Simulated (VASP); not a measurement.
# PbF2: single point with PBE+D3(BJ)

Crystal: PbF2.

```
CELL_PARAMETERS angstrom
0.00000 2.88075 2.92530
2.88075 0.00000 2.92530
2.88075 2.88075 0.00000
ATOMIC_POSITIONS crystal
Pb 0.00000 0.00000 0.00000
F 0.25000 0.25000 0.25000
F 0.75000 0.75000 0.75000
```

This cell differs from its parent crystal: strain -0.030 along x and y, -0.015 along z.

```
Program             : VASP 6.6.1
Task                : single point
Functional          : PBE
Dispersion          : D3(BJ)
Potentials or basis : VASP PAW PBE potentials, release 64 (Pb_d, F)
Cutoff              : 520 eV
k mesh              : 8 × 8 × 8
Occupations         : gaussian, width 0.05 eV
Spin                : no spin polarisation
```

The pressure is 7.3 GPa. The band gap on the k mesh is 4.35 eV, indirect (least direct gap 4.52 eV) and the dispersion energy per atom is -0.164 eV.

Stress tensor (GPa, compression positive):
```
7.59 0.00 0.00
0.00 7.59 0.00
0.00 0.00 6.85
```

Levels at points of the mesh, in eV from the valence-band top:
```csv
k point,band 11,band 12,band 13,band 14,band 15,band 16,band 17,band 18
"(0.00, 0.00, 0.00)",-2.95,-2.54,-2.43,-2.43,6.78,6.78,6.85,10.79
"(0.50, 0.00, 0.00)",-3.22,-2.63,-2.61,-0.10,4.97,7.84,7.87,13.30
"(0.50, 0.50, 0.00)",-2.05,-1.97,-1.97,-0.11,4.41,8.14,8.14,8.75
"(0.50, 0.00, 0.50)",-2.03,-1.98,-1.95,-0.20,4.35,8.05,8.18,8.76
```

It took 35 s on 1 thread of Intel(R) Xeon(R) Platinum 8559C (Emerald Rapids) (shared host), peak memory 0.22 GiB.

Caveat: the cell differs from its parent crystal (strain -0.030 along x and y, -0.015 along z); spin-orbit coupling is left out, which moves the levels of the heavy elements. A k mesh can miss the band edges.
